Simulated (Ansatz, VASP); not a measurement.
**One calculation of SrO, two programs**

INCAR

```
SYSTEM = SrO
PREC = Accurate
ENCUT = 520
EDIFF = 1E-8
ISMEAR = -1
SIGMA = 0.03
LREAL = .FALSE.
LASPH = .TRUE.
NELM = 60
ALGO = Normal
ISIF = 2
LWAVE = .FALSE.
LCHARG = .FALSE.
GGA = PS
LEFG = .TRUE.
NBANDS = 15
```

Contents of KPOINTS:

```
Automatic mesh
0
G
  8 8 8
  0 0 0
```

The input POSCAR:

```
SrO
1.0
    0.0000000000      2.5698000000      2.5184040000
    2.5698000000      0.0000000000      2.5184040000
    2.5698000000      2.5698000000      0.0000000000
Sr O
1 1
Direct
    0.0000000000      0.0000000000      0.0000000000
    0.5000000000      0.5000000000      0.5000000000
```

Input for Ansatz:

```yaml
crystal:
  lattice:
    - [0.0, 2.5698, 2.518404]
    - [2.5698, 0.0, 2.518404]
    - [2.5698, 2.5698, 0.0]
  atoms:
    - { symbol: Sr, position: [0.0, 0.0, 0.0] }
    - { symbol: O, position: [0.5, 0.5, 0.5] }
kpoints:
  mp_grid: { grid: [8, 8, 8] }
scf:
  occupations: { method: fermi_dirac, width: 0.03 }
hamiltonian:
  xc: pbesol
  pseudopotentials: { kind: all_electron, datasets: crystal }
output:
  forces: true
  stress: true
  eigenvalues: true
  efg: { contact_densities: true }
```

Change from the starting cell: zz strain of -2 %, crystal datasets.

Alike in both runs: task electric field gradients; functional PBEsol; k mesh 8 × 8 × 8; occupations fermi-dirac, width 0.03 eV; no spin polarisation.

|  | VASP | Ansatz |
| --- | --- | --- |
| version | VASP 6.6.1 | Ansatz 0.2.0 |
| potentials or method | VASP PAW PBE potentials, release 64 (Sr_sv, O), cutoff 520 eV | all-electron PAW with datasets made for the crystal, scalar-relativistic |

```csv
,VASP,Ansatz,Ansatz less VASP
gap on the k mesh at the Fermi level (eV),3.03,3.08,+0.050
pressure (GPa),1.7,1.1,-0.67
"traceless stress, the component that is largest in VASP (GPa)",2.11,2.00,-0.115
size of Vzz on the site where it differs most (V/Å²),7.3,7.0,-0.30
```

VASP's potentials were made for PBE, not for PBEsol. Ansatz ran all-electron here, and VASP with PAW potentials.
